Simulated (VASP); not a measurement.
Here is a VASP 6.6.1 calculation.

File POSCAR:

```
CoO
1.0
    1.6022198417      0.9250420569      2.5664708903
   -1.6022198417      0.9250420569      2.5664708903
    0.0000000000     -1.8500841138      2.5664708903
Co O
1 1
Direct
    0.9989783200      0.9989783200      0.9989783200
    0.7510210300      0.7510210300      0.7510210300
```

File INCAR.step1:

```
SYSTEM = CoO
PREC = Accurate ; ENCUT = 520
EDIFF = 1E-5 ; ISMEAR = -1
SIGMA = 0.05 ; LREAL = .FALSE.
LASPH = .TRUE. ; NELM = 150
ALGO = Normal ; ISIF = 2
LWAVE = .TRUE. ; LCHARG = .FALSE.
ISPIN = 2 ; MAGMOM = 2 0
LORBIT = 11 ; LMAXMIX = 4
GGA = PE ; NBANDS = 18
```

Contents of INCAR.step2:

```
SYSTEM = CoO
PREC = Accurate ; ENCUT = 520
EDIFF = 1E-6 ; ISMEAR = -1
SIGMA = 0.05 ; LREAL = .FALSE.
LASPH = .TRUE. ; NELM = 150
ALGO = Normal ; ISIF = 2
LWAVE = .FALSE. ; LCHARG = .FALSE.
ISPIN = 2 ; MAGMOM = 2 0
LORBIT = 11 ; LMAXMIX = 4
GGA = PS ; LHFCALC = .TRUE.
AEXX = 0.25 ; HFSCREEN = 0.207
PRECFOCK = Normal ; ISTART = 1
NBANDS = 18
```

The input KPOINTS:

```
regular mesh
0
G
  5 5 5
  0 0 0
```

Potentials or basis: VASP PAW PBE potentials, release 64 (Co, O).

Run with:

```console
$ cat potpaw_PBE.64/Co/POTCAR potpaw_PBE.64/O/POTCAR > POTCAR
$ cp INCAR.step1 INCAR
$ mpirun -np 1 vasp_std > vasp.out
$ cp INCAR.step2 INCAR
$ mpirun -np 1 vasp_std > vasp.out
```

Task: What does it give for the pressure?

Result: 4.0 GPa.

Task: What does it give for the site moments?

Result: Co +2.66; O +0.21 μB.

Task: Estimate the largest force.

Result: 0.408 eV/Å.

Task: What does it give for the band gap on the k mesh?

Result: 1.63 eV.

Forces on the atoms (eV/Å):
```
Co   0.000  0.000  0.408
O    0.000  0.000 -0.408
```

Caveat: the k points lie up to 0.48 Å⁻¹ apart; the PAW data sets were made with another functional, which shifts forces and pressure a little; a cell with one magnetic atom can't hold antiferromagnetic order, which such compounds often take. A k mesh can miss the band edges.
